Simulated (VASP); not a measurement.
NbCd3: electric field gradients with LDA

Crystal: NbCd3.

```
Nb Cd
1.0
     4.18671    0.00000    0.00000
     0.00000    4.18671    0.00000
     0.00000    0.00000    4.18671
Nb Cd
1 3
Cartesian
  0.0000 0.0000 0.0000
  0.0000 2.0934 2.0934
  2.0934 0.0000 2.0934
  2.0934 2.0934 0.0000
```

```yaml
Program: VASP 6.6.1
Task: electric field gradients
Functional: LDA
Potentials_or_basis: VASP PAW LDA potentials, release 64 (Nb_sv, Cd)
Cutoff: 520 eV
k_mesh: 9 × 9 × 9
Occupations: fermi-dirac, width 0.08 eV
Spin: no spin polarisation
Dipole_correction: no
Further_INCAR_settings: ALGO = Normal; EDIFF = 1e-08; NBANDS = 32
```

```json
{
  "Pressure": "0.7 GPa",
  "Band gap on the k mesh": "zero (an odd number of electrons rules out a gap without spin polarisation)",
  "Largest electric field gradient by atom": "Nb -0.0; Cd +115.2 V/Å²"
}
```

Levels at points of the mesh, in eV from the Fermi level:
| k point | band 21 | band 22 | band 23 | band 24 | band 25 | band 26 | band 27 | band 28 |
| --- | --- | --- | --- | --- | --- | --- | --- | --- |
| (0.00, 0.00, 0.00) | -0.93 | -0.93 | 0.19 | 0.19 | 0.19 | 1.34 | 1.34 | 1.34 |

Electric field gradients, principal values (V/Å²):
| atom | least | middle | greatest (by size) |
| --- | --- | --- | --- |
| 1 Nb | 0.000 | 0.000 | 0.000 |
| 2 Cd | -57.612 | -57.612 | 115.225 |
| 3 Cd | -57.612 | -57.612 | 115.225 |
| 4 Cd | -57.612 | -57.612 | 115.225 |

Wall time 50 s on 1 thread of Intel(R) Xeon(R) Platinum 8259CL CPU @ 2.50GHz (Skylake/Cascade Lake), on a shared host, peak memory 0.2 GiB.

Caveat: without QUAD_EFG the Cq values of the log hold for a quadrupole moment of 1 mb, not for the nuclei.
